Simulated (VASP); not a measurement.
Here is a VASP 6.6.1 calculation.

File INCAR:

```
ALGO = Fast
EDIFF = 1E-6
ENCUT = 520
GGA = PE
ISIF = 2
ISMEAR = 0
LASPH = T
LCHARG = F
LREAL = F
LWAVE = F
NBANDS = 14
NELM = 80
PREC = Accurate
SIGMA = 0.15
```

KPOINTS

```
k-points
0
Gamma
  18 18 10
```

The input POSCAR:

```
TiAl
1.0
    3.0250000000      0.0000000000      0.0000000000
   -1.5125000000      2.6197268464      0.0000000000
    0.0000000000      0.0000000000      4.3695000000
Ti Al
1 1
Direct
    0.0000000000      0.0000000000      0.0000000000
    0.3333333333      0.6666666667      0.5000000000
```

Potentials or basis: VASP PAW PBE potentials, release 64 (Ti_sv, Al).

The run is started by

```bash
$ cat potpaw_PBE.64/Ti_sv/POTCAR potpaw_PBE.64/Al/POTCAR > POTCAR
$ mpirun -np 1 vasp_std > vasp.out
```

Q: Predict the pressure.

A: -1.8 GPa.

Stress tensor (GPa, compression positive):
```
-5.56  0.00  0.00
 0.00 -5.56  0.00
 0.00  0.00  5.88
```
